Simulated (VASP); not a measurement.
NbP, 4 atoms in the cell. It takes space group I4_1md (No. 109, tetragonal). Conventional cell: a = 3.320 Å, b = 3.320 Å, c = 11.290 Å, α = 90.00°, β = 90.00°, γ = 90.00°. Nb (site symmetry 2mm) has 6 P at 2.52 Å and 4 Nb at 3.27 Å within 3.3 Å. P (site symmetry 2mm) has 6 Nb at 2.52 Å and 4 P at 3.27 Å within 3.3 Å. 

* Program: VASP 6.6.1
* Task: single point
* Functional: PBEsol
* Potentials or basis: VASP PAW PBE potentials, release 64 (Nb_sv, P)
* Cutoff: 520 eV
* k mesh: 18 × 18 × 18
* Occupations: gaussian, width 0.1 eV
* Spin: no spin polarisation
* Dipole correction: no
* Further INCAR settings: ALGO = Normal; EDIFF = 1e-07; NBANDS = 26

Potentials or basis: VASP PAW PBE potentials, release 64 (Nb_sv, P).

Run with:

```console
$ cat potpaw_PBE.64/Nb_sv/POTCAR potpaw_PBE.64/P/POTCAR > POTCAR
$ mpirun -np 1 vasp_std > vasp.out
```

Hardware: 1 thread of Intel(R) Xeon(R) 6975P-C (Granite Rapids), on a shared host.

Question: How long does it take, and how much memory?

Answer: Run time: 19 min on 1 thread of Intel(R) Xeon(R) 6975P-C (Granite Rapids), with other jobs on the host, peak memory 0.81 GiB. Counts: scf iterations 15, k points 480.
